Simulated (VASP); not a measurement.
Input of a VASP 6.6.1 run:

File POSCAR:

```
AlGa2N3
1.0
   -1.4705221966      1.4705221966      6.2527666778
    1.4705221966     -1.4705221966      6.2527666778
    1.4705221966      1.4705221966     -6.2527666778
Al N Ga
1 3 2
Direct
    0.0000000000      0.0000000000      0.0000000000
    0.8362371657      0.8362371657      0.0000000000
    0.1637628343      0.1637628343      0.0000000000
    0.5000000000      0.5000000000      0.0000000000
    0.3341054568      0.3341054568      0.0000000000
    0.6658945432      0.6658945432      0.0000000000
```

The input INCAR.step1:

```
SYSTEM = AlGa2N3
PREC = Accurate
ENCUT = 660
ISMEAR = 0
SIGMA = 0.01
LREAL = .FALSE.
LASPH = .TRUE.
NELM = 120
NBANDS = 31
GGA = PE
ALGO = Normal
EDIFF = 1E-5
LWAVE = .TRUE.
LCHARG = .FALSE.
GGA_COMPAT = .FALSE.
```

File INCAR.step2:

```
SYSTEM = AlGa2N3
PREC = Accurate
ENCUT = 660
EDIFF = 1E-6
ISMEAR = 0
SIGMA = 0.01
LREAL = .FALSE.
LASPH = .TRUE.
NELM = 120
ALGO = Normal
ISIF = 2
LWAVE = .FALSE.
LCHARG = .FALSE.
METAGGA = R2SCAN
LMIXTAU = .TRUE.
NBANDS = 31
ISTART = 1
GGA_COMPAT = .FALSE.
```

The input KPOINTS:

```
regular mesh
0
G
  12 12 12
  0 0 0
```

Potentials or basis: VASP PAW PBE potentials, release 64 (Al, N, Ga_d).

Launch:

```bash
$ cat potpaw_PBE.64/Al/POTCAR potpaw_PBE.64/N/POTCAR potpaw_PBE.64/Ga_d/POTCAR > POTCAR
$ cp INCAR.step1 INCAR
$ mpirun -np 1 vasp_std > vasp.out
$ cp INCAR.step2 INCAR
$ mpirun -np 1 vasp_std > vasp.out
```

Task: What does it give for the pressure?

Result: 0.7 GPa.

Task: Estimate the largest force.

Result: 0.044 eV/Å.

Forces on the atoms (eV/Å):
```
Al   0.000  0.000  0.000
N    0.000  0.000  0.044
N    0.000  0.000 -0.044
N    0.000  0.000  0.000
Ga   0.000  0.000 -0.019
Ga   0.000  0.000  0.019
```

Caveat: the PAW data sets were made with another functional, which shifts forces and pressure a little.
